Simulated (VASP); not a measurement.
The system is Ca3H2Pt.

```
Ca H Pt
1.0
     2.70787    1.56339    4.26379
    -2.70787    1.56339    4.26379
     0.00000   -3.12678    4.26379
Ca H Pt
3 2 1
Cartesian
  -1.3539 0.7817 2.1319
  1.3539 0.7817 2.1319
  0.0000 -1.5634 2.1319
  0.0000 0.0000 8.0038
  0.0000 0.0000 4.7876
  0.0000 0.0000 0.0000
```

The cell was built from a structure type or drawn by symmetry, and may not be a known phase.

| Property | Result |
| --- | --- |
| Program | VASP 6.6.1 |
| Task | relaxation of cell and atoms |
| Functional | PBE |
| Potentials or basis | VASP PAW PBE potentials, release 64 (Ca_sv, H, Pt) |
| Cutoff | 600 eV |
| k mesh | 6 × 6 × 6 |
| Occupations | gaussian, width 0.1 eV |
| Spin | no spin polarisation |

At the start: pressure 16.4 GPa; volume 18.05 Å³/atom.

Task: How do energy, volume and symmetry change on relaxing?

Result: Over 26 steps the energy falls by 1155.9 meV/atom and the volume is 29.75 Å³/atom (+64.8 %); space group R-3m (No. 166, to 0.1 Å) before and after.

The path:
| step | energy change (eV) | largest force (eV/Å) | pressure (GPa) | volume (Å³) |
| --- | --- | --- | --- | --- |
| 1 | 0.0000 | 0.2599 | 16.39 | 108.30 |
| 2 | -2.9363 | 0.1217 | 4.52 | 139.38 |
| 3 | -4.0152 | 0.4552 | -2.69 | 180.29 |
| 4 | -5.0983 | 0.7355 | -2.40 | 176.32 |
| 5 | -5.5096 | 0.8292 | -1.62 | 172.04 |
| 6 | -5.5212 | 0.8362 | 1.66 | 159.17 |
| 7 | -5.6825 | 0.8902 | -0.34 | 166.70 |
| 8 | -5.6884 | 0.8916 | -0.03 | 165.48 |
| 9 | -5.8075 | 0.8591 | 0.11 | 165.14 |
| 10 | -6.1108 | 0.6855 | 0.65 | 164.09 |
| 11 | -6.3526 | 0.1776 | 2.22 | 161.87 |
| 12 | -6.4361 | 0.1505 | 1.65 | 164.75 |
| 13 | -6.6110 | 0.0720 | 0.24 | 173.54 |
| 14 | -6.6623 | 0.0896 | -1.79 | 191.77 |
| 15 | -6.6856 | 0.0432 | -1.21 | 185.69 |
| 16 | -6.7945 | 0.0846 | -0.78 | 183.55 |
| 17 | -6.9052 | 0.1898 | 0.37 | 178.29 |
| 18 | -6.9056 | 0.2026 | 0.51 | 177.67 |
| 19 | -6.9196 | 0.1497 | 0.01 | 180.52 |
| 20 | -6.9212 | 0.1233 | -0.21 | 181.90 |
| 21 | -6.9248 | 0.1103 | -0.10 | 180.97 |
| 22 | -6.9270 | 0.0903 | 0.09 | 179.56 |
| 23 | -6.9294 | 0.0689 | 0.01 | 179.81 |
| 24 | -6.9327 | 0.0058 | -0.23 | 180.56 |
| 25 | -6.9344 | 0.0032 | -0.13 | 179.76 |
| 26 | -6.9356 | 0.0008 | 0.04 | 178.47 |

Final structure:
```
CELL_PARAMETERS angstrom
3.72466 2.15043 3.71372
-3.72466 2.15043 3.71372
0.00000 -4.30087 3.71372
ATOMIC_POSITIONS crystal
Ca 0.00000 0.50000 0.00000
Ca 0.50000 0.00000 0.00000
Ca 0.00000 0.00000 0.50000
H 0.75005 0.75005 0.75005
H 0.24995 0.24995 0.24995
Pt 0.00000 0.00000 0.00000
```

Caveat: the volume moved by over 15 % at a fixed basis, so the end points are rough.
